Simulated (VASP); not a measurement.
The system is Zr2TiC3.

```
Zr Ti C
1.0
     3.44241    0.00000    0.00000
    -1.72120    2.98121    0.00000
     0.00000    0.00000    8.43215
Zr Ti C
2 1 3
Direct
  0.66667 0.33333 0.16667
  0.33333 0.66667 0.83333
  0.00000 0.00000 0.50000
  0.66667 0.33333 0.66667
  0.00000 0.00000 0.00000
  0.33333 0.66667 0.33333
```

* Program: VASP 6.6.1
* Task: relaxation of cell and atoms
* Functional: PBE
* Potentials or basis: VASP PAW PBE potentials, release 64 (Zr_sv, Ti_sv, C)
* Cutoff: 600 eV
* k mesh: 6 × 6 × 2
* Occupations: gaussian, width 0.1 eV
* Spin: no spin polarisation

At the start: pressure -26.7 GPa; volume 14.42 Å³/atom.

Question: How do energy, volume and symmetry change on relaxing?

Answer: Over 10 steps the energy falls by 247.2 meV/atom and the volume is 12.11 Å³/atom (-16.1 %); space group P-3m1 (No. 164, to 0.1 Å) before and after.

Step by step:
| step | energy change (eV) | largest force (eV/Å) | pressure (GPa) | volume (Å³) |
| --- | --- | --- | --- | --- |
| 1 | 0.0000 | 0.7196 | -26.65 | 86.54 |
| 2 | 0.9559 | 2.0869 | 67.30 | 59.83 |
| 3 | -1.3240 | 1.2736 | -1.02 | 73.50 |
| 4 | -1.3273 | 1.2973 | 0.46 | 73.01 |
| 5 | -1.3273 | 1.3099 | 1.25 | 72.76 |
| 6 | -1.4606 | 0.5620 | 1.37 | 72.38 |
| 7 | -1.4789 | 0.2158 | 1.64 | 72.18 |
| 8 | -1.4770 | 0.1034 | -2.39 | 73.45 |
| 9 | -1.4833 | 0.0744 | -0.22 | 72.75 |
| 10 | -1.4835 | 0.0353 | 0.12 | 72.64 |

Final structure:
```xyz
6
Lattice="3.2556 0.0000 0.0000 -1.6278 2.8195 0.0000 0.0000 0.0000 7.9137" Properties=species:S:1:pos:R:3 pbc="T T T"
Zr    1.6278    0.9398    1.3725
Zr    0.0000    1.8796    6.5412
Ti    0.0000    0.0000    3.9568
C     1.6278    0.9398    5.1669
C     0.0000    0.0000    0.0000
C     0.0000    1.8796    2.7467
```

Caveat: the k points lie up to 0.40 Å⁻¹ apart in the final cell, too coarse for converged energies and pressures of a metal; the volume moved by over 15 % at a fixed basis, so the end points are rough.
